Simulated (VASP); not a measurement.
Input of a VASP 6.6.1 run:

INCAR

```
PREC = Accurate ; ENCUT = 520
EDIFF = 1E-6 ; ISMEAR = 0
SIGMA = 0.15 ; LREAL = False
LASPH = True ; NELM = 80
ALGO = Fast ; ISIF = 2
LWAVE = False ; LCHARG = False
GGA = PS ; NBANDS = 18
```

Contents of KPOINTS:

```
Automatic mesh
0
Gamma
  18 18 10
```

POSCAR

```
Sc
1.0
    3.3087978973      0.0000000000      0.0000000000
   -1.6543989486      2.8655030350      0.0035818788
    0.0000000000      0.0065850000      5.2680000000
Sc
2
Direct
    0.3333333333      0.6666666667      0.2500000000
    0.6666666667      0.3333333333      0.7500000000
```

Potentials or basis: VASP PAW PBE potentials, release 64 (Sc_sv).

Command:

```sh
$ cat potpaw_PBE.64/Sc_sv/POTCAR > POTCAR
$ mpirun -np 1 vasp_std > vasp.out
```

Problem. What does it give for the pressure?

Solution. -2.7 GPa.

Problem. Estimate the band gap on the k mesh.

Solution. Zero (bands 11 and 12 overlap by 1.35 eV).

Stress tensor (GPa, compression positive):
```
-2.21  0.00  0.00
 0.00 -2.21 -0.07
 0.00 -0.07 -3.82
```

Caveat: the cell differs from its parent crystal (strain +0.0025 x Voigt [0, 0, 0, 1, 0, 0]); the PAW data sets were made with another functional, which shifts forces and pressure a little.
